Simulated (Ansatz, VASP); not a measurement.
**One calculation of Be, two programs**

Contents of INCAR:

```
SYSTEM = Be
PREC = Accurate ; ENCUT = 520
EDIFF = 1E-6 ; ISMEAR = 1
SIGMA = 0.1 ; LREAL = .FALSE.
LASPH = .TRUE. ; NELM = 60
ALGO = Normal ; ISIF = 2
LWAVE = .FALSE. ; LCHARG = .FALSE.
GGA = PS ; NBANDS = 9
```

KPOINTS

```
regular mesh
0
G
  40 40 22
  0 0 0
```

Contents of POSCAR:

```
Be
1.0
    2.2900000000      0.0000000000      0.0000000000
   -1.1450000000      1.9831981750      0.0000000000
    0.0000000000      0.0000000000      3.5884300000
Be
2
Direct
    0.0000000000      0.0000000000      0.0000000000
    0.3333333333      0.6666666667      0.5000000000
```

Input for Ansatz:

```yaml
crystal:
  lattice:
    - [2.29, 0.0, 0.0]
    - [-1.145, 1.983198175, 0.0]
    - [0.0, 0.0, 3.58843]
  atoms:
    - { symbol: Be, position: [0.0, 0.0, 0.0] }
    - { symbol: Be, position: [0.3333333333, 0.6666666667, 0.5] }
kpoints:
  mp_grid: { grid: [40, 40, 22] }
scf:
  occupations: { method: cold, width: 0.1 }
hamiltonian:
  xc: pbesol
  pseudopotentials: { kind: paw, azcp: { folder: soft_1 } }
output:
  forces: true
  stress: true
  populations: false
```

Alike in both runs: task single point; functional PBEsol; k mesh 40 × 40 × 22; no spin polarisation.

|  | VASP | Ansatz |
| --- | --- | --- |
| version | VASP 6.6.1 | Ansatz 0.2.0 |
| potentials or method | VASP PAW PBE potentials, release 64 (Be) | plane-wave PAW, scalar-relativistic |
| plane-wave cutoff (eV) | 520 | 420 |
| occupations | methfessel-paxton of order 1, width 0.1 eV | cold, width 0.1 eV |
| valence electrons in the cell | 4 | 4 |

VASP gave:

```
pressure (GPa)                                                : -4.2
traceless stress, the component that is largest in VASP (GPa) : 1.08
```

Estimate Ansatz's values.

pressure (GPa): -4.5; traceless stress, the component that is largest in VASP (GPa): 1.02.

VASP's potentials were made for PBE, not for PBEsol, and Ansatz warns of the same on its side.
